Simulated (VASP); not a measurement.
# GaN (F-43m) in VASP: G0W0 quasiparticle levels with LDA

Aim: the G0W0 quasiparticle levels of GaN with LDA.

All numbers are computed with VASP 6.6.1; they aren't measurements. Logs are shortened: lines on timing, memory, paths and dates and some standing lists are left out, and cuts for length are marked.

### 1 The cell of the first run

The structure is cubic, space group F-43m (No. 216). Conventional cell: a = 4.498 Å, b = 4.498 Å, c = 4.498 Å, α = 90.00°, β = 90.00°, γ = 90.00°. Ga (site symmetry -43m) has 4 N at 1.95 Å within 2.6 Å. N (site symmetry -43m) has 4 Ga at 1.95 Å within 2.6 Å.

### 2 G0W0 quasiparticle levels, LDA

POSCAR

```
GaN
1.0
    0.0000000000      2.2489526310      2.2489526310
    2.2489526310      0.0000000000      2.2489526310
    2.2489526310      2.2489526310      0.0000000000
Ga N
1 1
Direct
    0.0000000000      0.0000000000      0.0000000000
    0.7500000000      0.7500000000      0.7500000000
```

INCAR.step1

```
  PREC = Accurate
  ENCUT = 500
  EDIFF = 1E-8
  ISMEAR = 0
  SIGMA = 0.01
  LREAL = F
  LASPH = T
  NELM = 60
  ALGO = Normal
  LWAVE = T
  LCHARG = F
```

INCAR.step2

```
  PREC = Accurate
  ENCUT = 500
  EDIFF = 1E-8
  ISMEAR = 0
  SIGMA = 0.01
  LREAL = F
  LASPH = T
  NELM = 1
  ALGO = Exact
  LWAVE = T
  LCHARG = F
  NBANDS = 94
  LOPTICS = T
  ISTART = 1
```

INCAR.step3

```
  PREC = Accurate
  ENCUT = 500
  EDIFF = 1E-8
  ISMEAR = 0
  SIGMA = 0.01
  LREAL = F
  LASPH = T
  ALGO = EVGW0
  LWAVE = F
  LCHARG = F
  NELMGW = 1
  NBANDS = 94
  ENCUTGW = 140.0
  NOMEGA = 96
  PRECFOCK = Fast
  ISTART = 1
  NBANDSGW = 17
  OMEGAMAX = 20
```

KPOINTS

```
Automatic mesh
0
Gamma
  6 6 6
```

Potentials or basis: VASP PAW LDA potentials, release 64 (Ga_d_GW, N_GW).

On the command line:

```bash
$ cat potpaw_LDA.64/Ga_d_GW/POTCAR potpaw_LDA.64/N_GW/POTCAR > POTCAR
$ cp INCAR.step1 INCAR
$ mpirun -np 1 vasp_std > vasp.out
$ cp INCAR.step2 INCAR
$ mpirun -np 1 vasp_std > vasp.out
$ cp INCAR.step3 INCAR
$ mpirun -np 1 vasp_std > vasp.out
```

OUTCAR:

```text
PREC = Accurate
   ENCUT = 500
   EDIFF = 1E-8
   ISMEAR = 0
   LREAL = F
   LASPH = T
   NELMGW = 1
   ENCUTGW = 140.0
   PRECFOCK = Fast
   ISTART = 1

 ion  position               nearest neighbor table
   1  0.000  0.000  0.000-   2 1.95   2 1.95   2 1.95   2 1.95
   2  0.750  0.750  0.750-   1 1.95   1 1.95   1 1.95   1 1.95

  LATTYP: Found a face centered cubic cell.
 ALAT       =     4.4979052620

  Lattice vectors:

 A1 = (   0.0000000000,   2.2489526310,   2.2489526310)
 A2 = (   2.2489526310,   0.0000000000,   2.2489526310)
 A3 = (   2.2489526310,   2.2489526310,   0.0000000000)

Analysis of symmetry for initial positions (statically):
=====================================================================
 Subroutine PRICEL returns:
 Original cell was already a primitive cell.

 Routine SETGRP: Setting up the symmetry group for a
 face centered cubic supercell.

 Subroutine GETGRP returns: Found 24 space group operations
 (whereof 24 operations were pure point group operations)
 out of a pool of 48 trial point group operations.

The static configuration has the point symmetry T_d .

Analysis of symmetry for dynamics (positions and initial velocities):
=====================================================================
 Subroutine PRICEL returns:
 Original cell was already a primitive cell.

 Routine SETGRP: Setting up the symmetry group for a
 face centered cubic supercell.

 Subroutine GETGRP returns: Found 24 space group operations
 (whereof 24 operations were pure point group operations)
 out of a pool of 48 trial point group operations.

The dynamic configuration has the point symmetry T_d .

 Subroutine INISYM returns: Found 24 space group operations
 (whereof 24 operations are pure point group operations),
 and found     1 'primitive' translations

----------------------------------------------------------------------------------------

                                     Primitive cell

  volume of cell :      22.7495

  direct lattice vectors                    reciprocal lattice vectors
     0.000000000  2.248952631  2.248952631    -0.222325714  0.222325714  0.222325714
     2.248952631  0.000000000  2.248952631     0.222325714 -0.222325714  0.222325714
     2.248952631  2.248952631  0.000000000     0.222325714  0.222325714 -0.222325714

  length of vectors
     3.180499312  3.180499312  3.180499312     0.385079433  0.385079433  0.385079433

  position of ions in fractional coordinates (direct lattice)
     0.000000000  0.000000000  0.000000000
     0.750000000  0.750000000  0.750000000

  ion indices of the primitive-cell ions
   primitive index   ion index
                 1           1
                 2           2

----------------------------------------------------------------------------------------

 KPOINTS: Automatic mesh

Automatic generation of k-mesh.
 Grid dimensions read from file:
 generate k-points for:    6    6    6

 Generating k-lattice:

  Cartesian coordinates                     Fractional coordinates (reciprocal lattice)
    -0.037054286  0.037054286  0.037054286     0.166666667  0.000000000  0.000000000
     0.037054286 -0.037054286  0.037054286     0.000000000  0.166666667  0.000000000
     0.037054286  0.037054286 -0.037054286     0.000000000  0.000000000  0.166666667

  Length of vectors
     0.064179905  0.064179905  0.064179905

  Shift w.r.t. Gamma in fractional coordinates (k-lattice)
     0.000000000  0.000000000  0.000000000

 Subroutine IBZKPT returns following result:
 ===========================================

 Found     16 irreducible k-points:

 Following reciprocal coordinates:
            Coordinates               Weight
  0.000000  0.000000  0.000000      1.000000
  0.166667  0.000000  0.000000      8.000000
  0.333333  0.000000  0.000000      8.000000
  0.500000  0.000000  0.000000      4.000000
  0.166667  0.166667  0.000000      6.000000
  0.333333  0.166667  0.000000     24.000000
[... 8 lines left out ...]
 -0.333333  0.333333  0.166667     24.000000
 -0.333333  0.500000  0.166667     12.000000
   k-points           NKPTS =     16   k-points in BZ     NKDIM =    216   number of bands    NBANDS=     94
   number of dos      NEDOS =    301   number of ions     NIONS =      2
   total plane-waves  NPLWV =  13824
   dimension x,y,z NGX =    24 NGY =   24 NGZ =   24
   dimension x,y,z NGXF=    48 NGYF=   48 NGZF=   48
   ions per type =               1   1
   NGX,Y,Z   is equivalent  to a cutoff of  12.54, 12.54, 12.54 a.u.
   NGXF,Y,Z  is equivalent  to a cutoff of  25.09, 25.09, 25.09 a.u.
 SYSTEM =  unknown system
   PREC   = accura    normal or accurate (medium, high low for compatibility)
   ISTART =      1    job   : 0-new  1-cont  2-samecut
   ICHARG =      0    charge: 1-file 2-atom 10-const
   ISPIN  =      1    spin polarized calculation?
   LNONCOLLINEAR =      F non collinear calculations
   LSORBIT =      F    spin-orbit coupling
   LASPH  =      T    aspherical Exc in radial PAW
   ENCUT  =  500.0 eV  36.75 Ry    6.06 a.u.   5.80  5.80  5.80*2*pi/ulx,y,z
   NELM   =     60;   NELMIN=  2; NELMDL=  0     # of ELM steps
   EDIFF  = 0.1E-07   stopping-criterion for ELM
   LREAL  =      F    real-space projection
   EDIFFG = 0.1E-06   stopping-criterion for IOM
   NSW    =      0    number of steps for IOM
   IBRION =     -1    ionic relax: 0-MD 1-quasi-New 2-CG
   NFREE  =      0    steps in history (QN), initial steepest desc. (CG)
   ISIF   =      0    stress and relaxation
   ISYM   =      3    0-nonsym 1-usesym 2-fastsym
   POTIM  = 0.5000    time-step for ionic-motion
   TEBEG  =    0.0;   TEEND  =   0.0 temperature during run
   PSTRESS=    0.0 pullay stress
   NELECT =      18.0000    total number of electrons
   NUPDOWN=      -1.0000    fix difference up-down
   EMIN   =  10.00;   EMAX   =-10.00  energy-range for DOS
   EFERMI =   0.00;   METHOD = LEGACY
   ISMEAR =     0;   SIGMA  =   0.01  broadening in eV -4-tet -1-fermi 0-gaus
   EFERMI_NEDOS =   21; number of points for ismear=-14 and -15
   IALGO  =     38    algorithm
   IMIX   =      4    mixing-type and parameters
     AMIX     =   0.40;   BMIX     =  1.00
     AMIX_MAG =   1.60;   BMIX_MAG =  1.00
  volume/ion in A,a.u.               =      11.37        76.76
  Fermi-wavevector in a.u.,A,eV,Ry     =   1.514173  2.861371 31.194328  2.292718
  Thomas-Fermi vector in A             =   2.623866
   LORBIT       =      0    0 simple, 1 ext, 2 COOP (PROOUT), +10 PAW based schemes
   GGA     = CA    functional components
   LHFCALC =     T    Hartree Fock is set to
   PRECFOCK=fast      Normal, Fast or Accurate (Low or Medium for compatibility)
   ENCUT4O =  -1.0   cutoff for four orbital integrals eV
   NKREDX  =     1    reduce k-point grid by
   NKREDY  =     1    reduce k-point grid by
   NKREDZ  =     1    reduce k-point grid by
   AEXX    =    1.0000 exact exchange contribution
   HFSCREEN=    0.0000 screening length (either q_TF or 0.3 A-1)
   HFSCREENC=   0.0000 screening length for correlation (either q_TF or 0.3 A-1)
   ENCUTFOCK=  -1.0 apply spherical cutoff to Coloumb kernel
   IVDW    =     0    specifies the selected vdW correction
   LEPSILON=     F    determine dielectric tensor
   LRPA    =     F    only Hartree local field effects (RPA)
   LRPAFORCE           =     F    calculate RPA forces
   ENCUTGW             = 140.0    cutoff for response function in eV
   ENCUTGWSOFT         = 112.0    soft cutoff for Coulomb kernel in GW response function in eV
   ENCUTLF             =  -1.0    cutoff for local field effects
   NELMGW              =     1    number of iterations in solving QP/BSE equation
   NELMHF              =     1    number of iterations in the inner HF iteration
   NKREDLFX            =     1    NKREDLFY  =   1   NKREDLFZ  =   1
 non-spin polarized calculation
 Gauss-broadening in eV      SIGMA  =   0.01
  energy-cutoff  :      500.00
  volume of cell :       22.75
 maximum number of plane-waves:       589
  NGX = 14; NGY = 14; NGZ = 14
   NGX = 11   NGY = 11   NGZ = 11
 maximum number of plane-waves:        92
 NGX is ok and might be reduce to    14

 QP shifts <psi_nk| G(iteration)W_0 |psi_nk>: iteration 1
 for sc-GW calculations column KS-energies equals QP-energies in previous step
 and V_xc(KS)=  KS-energies - (<T + V_ion + V_H > + <T+V_H+V_ion>^1  + <V_x>^1)

 k-point   1 :       0.0000    0.0000    0.0000
  band No.  KS-energies  QP-energies   sigma(KS)   V_xc(KS)     V^pw_x(r,r')   Z            occupation Imag(sigma)

      1     -10.9504     -11.9056     -16.2691     -14.8195     -24.3904       0.6589       2.0000       0.9691
      2      -8.7130     -11.4846     -25.4662     -21.6530     -34.7535       0.7268       2.0000       0.1658
      3      -8.7130     -11.4846     -25.4662     -21.6530     -34.7535       0.7268       2.0000       0.1658
      4      -8.7130     -11.4846     -25.4662     -21.6530     -34.7535       0.7268       2.0000       0.1658
      5      -8.3926     -11.2778     -25.8951     -21.9668     -35.1443       0.7345       2.0000       0.1101
      6      -8.3926     -11.2778     -25.8951     -21.9668     -35.1443       0.7345       2.0000       0.1101
[... 9 lines left out ...]
     16      23.5580      24.2096      -9.4001     -10.2345      -3.0192       0.7811       0.0000      -0.6453
     17      23.5580      24.2096      -9.4001     -10.2345      -3.0192       0.7811       0.0000      -0.6453

 k-point   2 :       0.1667    0.0000    0.0000
  band No.  KS-energies  QP-energies   sigma(KS)   V_xc(KS)     V^pw_x(r,r')   Z            occupation Imag(sigma)

      1     -10.6655     -11.7328     -17.0197     -15.4223     -25.1976       0.6681       2.0000       0.9194
      2      -8.6789     -11.4600     -25.5131     -21.6920     -34.8061       0.7278       2.0000       0.1644
      3      -8.6789     -11.4600     -25.5131     -21.6920     -34.8061       0.7278       2.0000       0.1644
      4      -8.5759     -11.2367     -24.7986     -21.1470     -33.9240       0.7287       2.0000       0.2115
      5      -8.3943     -11.2759     -25.8880     -21.9615     -35.1395       0.7339       2.0000       0.1111
      6      -8.3943     -11.2759     -25.8880     -21.9615     -35.1395       0.7339       2.0000       0.1111
[... 9 lines left out ...]
     16      21.6373      22.3948     -10.1203     -11.0842      -4.3975       0.7858       0.0000      -0.3547
     17      25.2894      26.3732      -9.7643     -11.1524      -3.1007       0.7807       0.0000      -0.7272

 k-point   3 :       0.3333    0.0000    0.0000
  band No.  KS-energies  QP-energies   sigma(KS)   V_xc(KS)     V^pw_x(r,r')   Z            occupation Imag(sigma)
[... 253 lines left out ...]
      1      -9.9806     -11.8826     -21.7470     -19.0221     -30.6331       0.6980       2.0000       0.5295
      2      -8.5931     -11.4017     -25.5441     -21.6974     -34.8011       0.7301       2.0000       0.1499
      3      -8.5262     -11.3439     -25.6622     -21.8049     -34.9467       0.7305       2.0000       0.1500
      4      -8.4163     -11.2852     -25.8635     -21.9480     -35.1519       0.7327       2.0000       0.1271
      5      -8.3694     -11.2472     -25.9146     -21.9926     -35.1930       0.7338       2.0000       0.1189
      6      -6.4467      -8.3470     -22.2066     -19.5758     -30.4074       0.7223       2.0000       0.4108
[... 9 lines left out ...]
     16      27.5281      28.6553     -11.0502     -12.4986      -4.0185       0.7783       0.0000      -0.9614
     17      28.9771      30.1539     -10.9610     -12.4308      -4.2617       0.8006       0.0000      -0.9320

 k-point  16 :      -0.3333    0.5000    0.1667
  band No.  KS-energies  QP-energies   sigma(KS)   V_xc(KS)     V^pw_x(r,r')   Z            occupation Imag(sigma)

      1      -9.9545     -11.9136     -22.0376     -19.2391     -30.9741       0.7000       2.0000       0.5043
      2      -8.5852     -11.3857     -25.4203     -21.5887     -34.6118       0.7309       2.0000       0.1418
      3      -8.5092     -11.3465     -25.7551     -21.8741     -35.0740       0.7311       2.0000       0.1498
      4      -8.4006     -11.2621     -25.9194     -22.0150     -35.2471       0.7329       2.0000       0.1410
      5      -8.3529     -11.2369     -25.9369     -22.0105     -35.2141       0.7345       2.0000       0.1158
      6      -6.2793      -8.1238     -22.0286     -19.4714     -30.1537       0.7213       2.0000       0.4182
[... 9 lines left out ...]
     16      27.7926      28.9684     -11.7782     -13.2926      -4.5525       0.7764       0.0000      -1.0792
     17      29.2741      30.5294     -11.2341     -12.8160      -4.5414       0.7935       0.0000      -0.9134
```

It took 9.8 min on 1 thread of Intel Xeon Platinum 8259CL at 2.50GHz (Skylake/Cascade Lake), shared host; peak memory 0.44 GiB.

Results:

| Property | Result |
| --- | --- |
| Quasiparticle gap | 2.95 eV |
| Least direct quasiparticle gap | 2.95 eV |
| Band gap of the starting levels on the mesh | 1.79 eV |
| Least direct gap of the starting levels on the mesh | 1.79 eV |

Caveat: the k points lie up to 0.40 Å⁻¹ apart; bands, screening cutoff and mesh are small and nothing is extrapolated, so the quasiparticle values aren't converged.
